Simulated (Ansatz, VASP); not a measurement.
One calculation of AlIn2As2P, two programs

```
Al In P As
1.0
     5.22909    0.00000    0.00000
     0.00000    5.22909    0.00000
     0.00000    0.00000    5.83871
Al In P As
1 2 1 2
Direct
  0.50000 0.50000 0.50000
  0.50000 0.50000 0.17021
  0.50000 0.50000 0.82979
  0.00000 0.00000 0.00000
  0.00000 0.50000 0.50000
  0.50000 0.00000 0.50000
```

Alike in both runs: task relaxation of cell and atoms; functional PBE; k mesh 4 × 4 × 4; occupations gaussian, width 0.1 eV; no spin polarisation.

```csv
,VASP,Ansatz
version,VASP 6.6.1,Ansatz 0.2.0
potentials or method,"VASP PAW PBE potentials, release 64 (Al, In_d, P, As), cutoff 600 eV","scalar-relativistic, plane waves, PAW"
valence electrons in the cell,44,64
```

```csv
,VASP,Ansatz,Ansatz less VASP
"gap on the k mesh at the Fermi level, each at its own relaxed structure (eV)",none,none,-
relaxed volume (Å³/atom),30.53,30.57,+0.047
relaxed length of the cell vector where the two differ most in proportion (Å),8.636,8.653,+0.0173
```

A gap of «none» marks a metal or a gap that the smearing closes. VASP's potentials hold 44 valence electrons a cell and Ansatz's 64, so a difference there can come from the potentials and not from the codes.
